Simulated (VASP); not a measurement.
# Mg2Sn (Fm-3m) in VASP: single point with PBE

Aim: the single point of Mg2Sn with PBE.

Program: VASP 6.6.1. These are calculated values, not measurements. Logs are shortened: lines on timing, memory, paths and dates and some standing lists are left out, and cuts for length are marked.

## (1) The cell of the first run

The structure is cubic, space group Fm-3m (No. 225). The conventional cell has a = 6.760 Å, b = 6.760 Å, c = 6.760 Å, α = 90.00°, β = 90.00°, γ = 90.00°. Within 3.9 Å of Sn (site symmetry m-3m) lie 8 Mg at 2.93 Å. Within 3.9 Å of Mg (site symmetry -43m) lie 4 Sn at 2.93 Å and 6 Mg at 3.38 Å.

## (2) Single point, PBE

INCAR reads:

```
ALGO     = Normal         # electronic algorithm
EDIFF    = 1E-6           # SCF threshold, eV
ENCUT    = 600            # plane-wave cutoff, eV
GGA      = PE             # functional
GGA_COMPAT= F            
ISIF     = 2              # what is computed and relaxed
ISMEAR   = -1             # smearing method
LASPH    = T              # aspherical terms in the spheres
LCHARG   = T              # write CHGCAR
LELF     = T              # ELF
LREAL    = F              # projectors in reciprocal space
LVHAR    = T            
LWAVE    = F              # write WAVECAR
NBANDS   = 16             # bands
NELM     = 120            # most SCF steps
PREC     = Accurate       # precision mode
SIGMA    = 0.02           # smearing width, eV
```

KPOINTS reads:

```
k-points
0
Gamma
  4 4 4
```

POSCAR reads:

```
Mg2Sn
1.0
    0.0000000000      3.3799352825      3.3799352825
    3.3799352825      0.0000000000      3.3799352825
    3.3799352825      3.3799352825      0.0000000000
Sn Mg
1 2
Direct
    0.0000000000      0.0000000000      0.0000000000
    0.2500000000      0.2500000000      0.2500000000
    0.7500000000      0.7500000000      0.7500000000
```

Potentials or basis: VASP PAW PBE potentials, release 64 (Sn_d, Mg).

The run is started by

```bash
cat potpaw_PBE.64/Sn_d/POTCAR potpaw_PBE.64/Mg/POTCAR > POTCAR
mpirun -np 1 vasp_std > vasp.out
```

OUTCAR:

```text
EDIFF = 1E-6
   ENCUT = 600
   GGA = PE
   ISIF = 2
   ISMEAR = -1
   LASPH = T
   LREAL = F
   NELM = 120
   PREC = Accurate

 ion  position               nearest neighbor table
   1  0.000  0.000  0.000-   3 2.93   3 2.93   3 2.93   2 2.93   3 2.93   2 2.93   2 2.93   2 2.93

   2  0.250  0.250  0.250-   1 2.93   1 2.93   1 2.93   1 2.93   3 3.38   3 3.38   3 3.38   3 3.38
                             3 3.38   3 3.38
   3  0.750  0.750  0.750-   1 2.93   1 2.93   1 2.93   1 2.93   2 3.38   2 3.38   2 3.38   2 3.38
                             2 3.38   2 3.38

  LATTYP: Found a face centered cubic cell.
 ALAT       =     6.7598705650

  Lattice vectors:

 A1 = (   0.0000000000,   3.3799352825,   3.3799352825)
 A2 = (   3.3799352825,   0.0000000000,   3.3799352825)
 A3 = (   3.3799352825,   3.3799352825,   0.0000000000)

Analysis of symmetry for initial positions (statically):
=====================================================================
 Subroutine PRICEL returns:
 Original cell was already a primitive cell.

 Routine SETGRP: Setting up the symmetry group for a
 face centered cubic supercell.

 Subroutine GETGRP returns: Found 48 space group operations
 (whereof 48 operations were pure point group operations)
 out of a pool of 48 trial point group operations.

The static configuration has the point symmetry O_h .

Analysis of symmetry for dynamics (positions and initial velocities):
=====================================================================
 Subroutine PRICEL returns:
 Original cell was already a primitive cell.

 Routine SETGRP: Setting up the symmetry group for a
 face centered cubic supercell.

 Subroutine GETGRP returns: Found 48 space group operations
 (whereof 48 operations were pure point group operations)
 out of a pool of 48 trial point group operations.

The dynamic configuration has the point symmetry O_h .

 Subroutine INISYM returns: Found 48 space group operations
 (whereof 48 operations are pure point group operations),
 and found     1 'primitive' translations

----------------------------------------------------------------------------------------

                                     Primitive cell

  volume of cell :      77.2245

  direct lattice vectors                    reciprocal lattice vectors
     0.000000000  3.379935282  3.379935282    -0.147931827  0.147931827  0.147931827
     3.379935282  0.000000000  3.379935282     0.147931827 -0.147931827  0.147931827
     3.379935282  3.379935282  0.000000000     0.147931827  0.147931827 -0.147931827

  length of vectors
     4.779950316  4.779950316  4.779950316     0.256225440  0.256225440  0.256225440

  position of ions in fractional coordinates (direct lattice)
     0.000000000  0.000000000  0.000000000
     0.250000000  0.250000000  0.250000000
     0.750000000  0.750000000  0.750000000

  ion indices of the primitive-cell ions
   primitive index   ion index
                 1           1
                 2           2
                 3           3

----------------------------------------------------------------------------------------

 KPOINTS: k-points

Automatic generation of k-mesh.
 Grid dimensions read from file:
 generate k-points for:    4    4    4

 Generating k-lattice:

  Cartesian coordinates                     Fractional coordinates (reciprocal lattice)
    -0.036982957  0.036982957  0.036982957     0.250000000  0.000000000  0.000000000
     0.036982957 -0.036982957  0.036982957     0.000000000  0.250000000  0.000000000
     0.036982957  0.036982957 -0.036982957     0.000000000  0.000000000  0.250000000

  Length of vectors
     0.064056360  0.064056360  0.064056360

  Shift w.r.t. Gamma in fractional coordinates (k-lattice)
     0.000000000  0.000000000  0.000000000

 Subroutine IBZKPT returns following result:
 ===========================================

 Found      8 irreducible k-points:

 Following reciprocal coordinates:
            Coordinates               Weight
  0.000000  0.000000  0.000000      1.000000
  0.250000  0.000000  0.000000      8.000000
  0.500000  0.000000  0.000000      4.000000
  0.250000  0.250000  0.000000      6.000000
  0.500000  0.250000  0.000000     24.000000
 -0.250000  0.250000  0.000000     12.000000
  0.500000  0.500000  0.000000      3.000000
 -0.250000  0.500000  0.250000      6.000000
   k-points           NKPTS =      8   k-points in BZ     NKDIM =      8   number of bands    NBANDS=     16
   number of dos      NEDOS =    301   number of ions     NIONS =      3
   total plane-waves  NPLWV =  64000
   dimension x,y,z NGX =    40 NGY =   40 NGZ =   40
   dimension x,y,z NGXF=    80 NGYF=   80 NGZF=   80
   ions per type =               1   2
   NGX,Y,Z   is equivalent  to a cutoff of  13.91, 13.91, 13.91 a.u.
   NGXF,Y,Z  is equivalent  to a cutoff of  27.82, 27.82, 27.82 a.u.
 SYSTEM =  unknown system
   PREC   = accura    normal or accurate (medium, high low for compatibility)
   ISTART =      0    job   : 0-new  1-cont  2-samecut
   ICHARG =      2    charge: 1-file 2-atom 10-const
   ISPIN  =      1    spin polarized calculation?
   LNONCOLLINEAR =      F non collinear calculations
   LSORBIT =      F    spin-orbit coupling
   LASPH  =      T    aspherical Exc in radial PAW
   ENCUT  =  600.0 eV  44.10 Ry    6.64 a.u.   9.55  9.55  9.55*2*pi/ulx,y,z
   NELM   =    120;   NELMIN=  2; NELMDL= -5     # of ELM steps
   EDIFF  = 0.1E-05   stopping-criterion for ELM
   LREAL  =      F    real-space projection
   EDIFFG = 0.1E-04   stopping-criterion for IOM
   NSW    =      0    number of steps for IOM
   IBRION =     -1    ionic relax: 0-MD 1-quasi-New 2-CG
   NFREE  =      0    steps in history (QN), initial steepest desc. (CG)
   ISIF   =      2    stress and relaxation
   ISYM   =      2    0-nonsym 1-usesym 2-fastsym
   POTIM  = 0.5000    time-step for ionic-motion
   TEBEG  =    0.0;   TEEND  =   0.0 temperature during run
   PSTRESS=    0.0 pullay stress
   NELECT =      18.0000    total number of electrons
   NUPDOWN=      -1.0000    fix difference up-down
   EMIN   =  10.00;   EMAX   =-10.00  energy-range for DOS
   EFERMI =   0.00;   METHOD = LEGACY
   ISMEAR =    -1;   SIGMA  =   0.02  broadening in eV -4-tet -1-fermi 0-gaus
   EFERMI_NEDOS =   21; number of points for ismear=-14 and -15
   IALGO  =     38    algorithm
   IMIX   =      4    mixing-type and parameters
     AMIX     =   0.40;   BMIX     =  1.00
     AMIX_MAG =   1.60;   BMIX_MAG =  1.00
  volume/ion in A,a.u.               =      25.74       173.71
  Fermi-wavevector in a.u.,A,eV,Ry     =   1.007505  1.903909 13.810820  1.015067
  Thomas-Fermi vector in A             =   2.140314
   LORBIT       =      0    0 simple, 1 ext, 2 COOP (PROOUT), +10 PAW based schemes
   GGA     = PE    functional components
   LHFCALC =     F    Hartree Fock is set to
   AEXX    =    0.0000 exact exchange contribution
   IVDW    =     0    specifies the selected vdW correction
   LEPSILON=     F    determine dielectric tensor
   LRPA    =     F    only Hartree local field effects (RPA)
 non-spin polarized calculation
  energy-cutoff  :      600.00
  volume of cell :       77.22
 maximum number of plane-waves:      2637
 NGX is ok and might be reduce to    40
   NGX = 19   NGY = 19   NGZ = 19

 number of electron      18.0000002 magnetization

 Free energy of the ion-electron system (eV)
  ---------------------------------------------------
  ext. energy  EPLUGINS =         0.00000000
  ---------------------------------------------------
  free energy    TOTEN  =        -7.24775606 eV

  energy without entropy =       -7.24745398  energy(sigma->0) =       -7.24760502

 E-fermi :   4.2185     XC(G=0):  -8.7486

 val. band max:        4.1356147274   @ k =   0.5000   0.5000   0.0000
 cond. band min:       4.3013204023   @ k =   0.0000   0.0000   0.0000
 fundamental gap:      0.1657056749
 Fermi energy:         4.2184638580

 k-point     1 :       0.0000    0.0000    0.0000
  band No.  band energies     occupation
      1     -16.6648      2.00000
      2     -16.6648      2.00000
      3     -16.6648      2.00000
      4     -16.6269      2.00000
      5     -16.6269      2.00000
      6      -4.8109      2.00000
      7       4.3013      0.03126
      8       4.3013      0.03126
      9       4.3013      0.03126
     10       5.7266      0.00000
     11       6.4382      0.00000
     12       6.4382      0.00000
     13       6.4382      0.00000
     14       8.3243      0.00000
     15       9.7419      0.00000
     16       9.7419      0.00000

 k-point     2 :       0.2500    0.0000    0.0000
  band No.  band energies     occupation
      1     -16.6644      2.00000
      2     -16.6631      2.00000
      3     -16.6631      2.00000
      4     -16.6267      2.00000
      5     -16.6267      2.00000
      6      -4.3245      2.00000
      7       1.3618      2.00000
      8       3.7829      2.00000
      9       3.7829      2.00000
     10       5.3619      0.00000
     11       6.9265      0.00000
     12       6.9265      0.00000
     13       8.7932      0.00000
     14       8.8247      0.00000
     15       8.8247      0.00000
     16       8.9118      0.00000

 k-point     3 :       0.5000    0.0000    0.0000
  band No.  band energies     occupation
      1     -16.6641      2.00000
      2     -16.6615      2.00000
      3     -16.6615      2.00000
      4     -16.6263      2.00000
      5     -16.6263      2.00000
      6      -3.5442      2.00000
      7      -0.5224      2.00000
      8       3.4664      2.00000
      9       3.4664      2.00000
     10       4.9604      0.00000
     11       6.5063      0.00000
     12       6.5063      0.00000
     13       8.2494      0.00000
     14      11.1901      0.00000
     15      11.1901      0.00000
     16      11.8210      0.00000

 k-point     4 :       0.2500    0.2500    0.0000
  band No.  band energies     occupation
      1     -16.6664      2.00000
      2     -16.6614      2.00000
      3     -16.6614      2.00000
      4     -16.6280      2.00000
      5     -16.6254      2.00000
      6      -4.1566      2.00000
      7       1.6816      2.00000
      8       2.9105      2.00000
      9       2.9105      2.00000
     10       4.8913      0.00000
     11       5.8364      0.00000
     12       8.7689      0.00000
     13       8.7689      0.00000
     14       9.3049      0.00000
     15      10.4167      0.00000
     16      11.1944      0.00000

 k-point     5 :       0.5000    0.2500    0.0000
  band No.  band energies     occupation
      1     -16.6653      2.00000
      2     -16.6605      2.00000
      3     -16.6597      2.00000
      4     -16.6278      2.00000
      5     -16.6251      2.00000
      6      -3.3487      2.00000
      7       0.0716      2.00000
      8       1.5181      2.00000
      9       2.6808      2.00000
     10       4.9339      0.00000
     11       7.0950      0.00000
     12       8.2217      0.00000
     13       8.4032      0.00000
     14      11.0587      0.00000
     15      11.2651      0.00000
     16      11.7770      0.00000

 k-point     6 :      -0.2500    0.2500    0.0000
  band No.  band energies     occupation
      1     -16.6631      2.00000
      2     -16.6624      2.00000
      3     -16.6613      2.00000
      4     -16.6265      2.00000
      5     -16.6264      2.00000
      6      -3.6456      2.00000
      7       0.5956      2.00000
      8       1.2957      2.00000
      9       3.3658      2.00000
     10       5.6437      0.00000
     11       7.8349      0.00000
     12       7.9284      0.00000
     13       8.0829      0.00000
     14       8.2033      0.00000
     15      10.9583      0.00000
     16      11.3209      0.00000

 k-point     7 :       0.5000    0.5000    0.0000
  band No.  band energies     occupation
      1     -16.6681      2.00000
      2     -16.6580      2.00000
      3     -16.6580      2.00000
      4     -16.6291      2.00000
      5     -16.6238      2.00000
      6      -3.0322      2.00000
      7      -0.3068      2.00000
      8       2.1882      2.00000
      9       2.1882      2.00000
     10       4.1356      1.96873
     11       4.4598      0.00001
     12      11.5191      0.00000
     13      11.5191      0.00000
     14      11.7200      0.00000
     15      12.3994      0.00000
     16      12.3994      0.00000

 k-point     8 :      -0.2500    0.5000    0.2500
  band No.  band energies     occupation
      1     -16.6630      2.00000
      2     -16.6630      2.00000
      3     -16.6580      2.00000
      4     -16.6278      2.00000
      5     -16.6251      2.00000
      6      -2.9994      2.00000
      7       0.5060      2.00000
      8       0.5060      2.00000
      9       1.5947      2.00000
     10       6.9569      0.00000
     11       7.2631      0.00000
     12       7.2631      0.00000
     13       7.5653      0.00000
     14      12.0080      0.00000
     15      12.0080      0.00000
     16      12.6406      0.00000

------------------------ aborting loop because EDIFF is reached ----------------------------------------

  FORCE on cell =-STRESS in cart. coord.  units (eV):
  Direction    XX          YY          ZZ          XY          YZ          ZX
  --------------------------------------------------------------------------------------
  -------------------------------------------------------------------------------------
  Total        0.5568055      0.5568055      0.5568055      0.0000000      0.0000000     -0.0000000
  in kB       11.5520464     11.5520464     11.5520464      0.0000000      0.0000000     -0.0000000
  external PRESSURE =      11.5520464 kB  Pullay stress =       0.0000000 kB

 VOLUME and BASIS-vectors are now :
 -----------------------------------------------------------------------------
  energy-cutoff  :      600.00
  volume of cell :       77.22
      direct lattice vectors                 reciprocal lattice vectors
     0.000000000  3.379935282  3.379935282    -0.147931827  0.147931827  0.147931827
     3.379935282  0.000000000  3.379935282     0.147931827 -0.147931827  0.147931827
     3.379935282  3.379935282  0.000000000     0.147931827  0.147931827 -0.147931827

 POSITION                                       TOTAL-FORCE (eV/Angst)
 -----------------------------------------------------------------------------------
      0.00000      0.00000      0.00000        -0.000000     -0.000000     -0.000000
      1.68997      1.68997      1.68997        -0.000000      0.000000      0.000000
      5.06990      5.06990      5.06990         0.000000      0.000000     -0.000000
 -----------------------------------------------------------------------------------
    total drift:                               -0.000000      0.000000      0.000000

  FREE ENERGIE OF THE ION-ELECTRON SYSTEM (eV)
  ---------------------------------------------------
  free  energy   TOTEN  =        -7.2477560610 eV

  energy  without entropy=       -7.2474539845  energy(sigma->0) =       -7.24760502
```

It took 38 s on 1 thread of Intel Xeon Platinum 8488C (Sapphire Rapids), shared host; peak memory 0.23 GiB.

What came out:

| Quantity | Value |
| --- | --- |
| Free energy | -7.2478 eV |
| Pressure | 1.2 GPa |
| Band gap on the k mesh | zero (band 9 reaches 4.30 eV, above the bottom of band 10 at 4.14 eV) |

Levels at points of the mesh, in eV from the Fermi level:
```csv
k point,band 5,band 6,band 7,band 8,band 9,band 10,band 11,band 12,band 13,band 14
"(0.00, 0.00, 0.00)",-20.85,-9.03,0.08,0.08,0.08,1.51,2.22,2.22,2.22,4.11
"(0.50, 0.00, 0.00)",-20.84,-7.76,-4.74,-0.75,-0.75,0.74,2.29,2.29,4.03,6.97
"(0.50, 0.50, 0.00)",-20.84,-7.25,-4.53,-2.03,-2.03,-0.08,0.24,7.30,7.30,7.50
```

Caveat: the k points lie up to 0.40 Å⁻¹ apart; spin-orbit coupling is left out, which moves the levels of the heavy elements.
